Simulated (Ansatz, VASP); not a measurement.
**One calculation of Pd, two programs**

```
Pd
1.0
     0.00000    1.94490    1.94490
     1.94490    0.00000    1.94490
     1.94490    1.94490    0.00000
Pd
1
Direct
  0.00000 0.00000 0.00000
```

Alike in both runs: task relaxation of cell and atoms; functional revPBE; k mesh 14 × 14 × 14; occupations fermi-dirac, width 0.05 eV; collinear spin.

|  | VASP | Ansatz |
| --- | --- | --- |
| version | VASP 6.6.1 | Ansatz 0.2.0 |
| potentials or method | VASP PAW PBE potentials, release 64 (Pd), cutoff 600 eV | plane waves (420 eV) with PAW, scalar-relativistic |
| valence electrons in the cell | 10 | 18 |

|  | VASP | Ansatz | Ansatz less VASP |
| --- | --- | --- | --- |
| net moment per atom (μB) | 0.42 | 0.42 | +0.002 |
| size of the moment on the site where the two differ most (μB) | 0.42 | 0.43 | +0.009 |
| relaxed volume (Å³/atom) | 15.66 | 15.70 | +0.038 |
| relaxed length of the cell vector where the two differ most in proportion (Å) | 2.808 | 2.810 | +0.0023 |

VASP's potentials were made for PBE, not for revPBE. Site moments also hang on the region over which each program counts them. VASP's potentials hold 10 valence electrons a cell and Ansatz's 18, so a difference there can come from the potentials and not from the codes.
